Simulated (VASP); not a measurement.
Input of a VASP 6.6.1 run:

INCAR

```
AGGAC = 1.0
AGGAX = 1.0
ALDAC = 0.0
ALDAX = 1.0
ALGO = Normal
EDIFF = 1E-7
ENCUT = 520
GGA = B5
ISIF = 2
ISMEAR = -1
LASPH = T
LCHARG = F
LREAL = F
LWAVE = F
NBANDS = 19
NELM = 80
PREC = Accurate
SIGMA = 0.1
```

Contents of KPOINTS:

```
k-points
0
Gamma
  9 9 13
```

The input POSCAR:

```
Os
1.0
    4.3825920237      0.0000000000      0.0000000000
   -2.1912960119      3.7954360270      0.0000000000
    0.0000000000      0.0000000000      2.7678995197
Os
3
Direct
    1.0000000000      1.0000000000      0.0000000000
    0.3333333333      0.6666666667      0.5000000000
    0.6666666667      0.3333333333      0.5000000000
```

Potentials or basis: VASP PAW PBE potentials, release 64 (Os).

Launch:

```sh
$ cat potpaw_PBE.64/Os/POTCAR > POTCAR
$ mpirun -np 1 vasp_std > vasp.out
```

(1) Predict the band gap on the k mesh.

(2) Predict the pressure.

Answers

(1) zero (bands 12 and 13 overlap by 2.52 eV).

(2) 2.2 GPa.

Caveat: the PAW data sets were made with another functional, which shifts forces and pressure a little; spin-orbit coupling is left out, which moves the levels of the heavy elements.
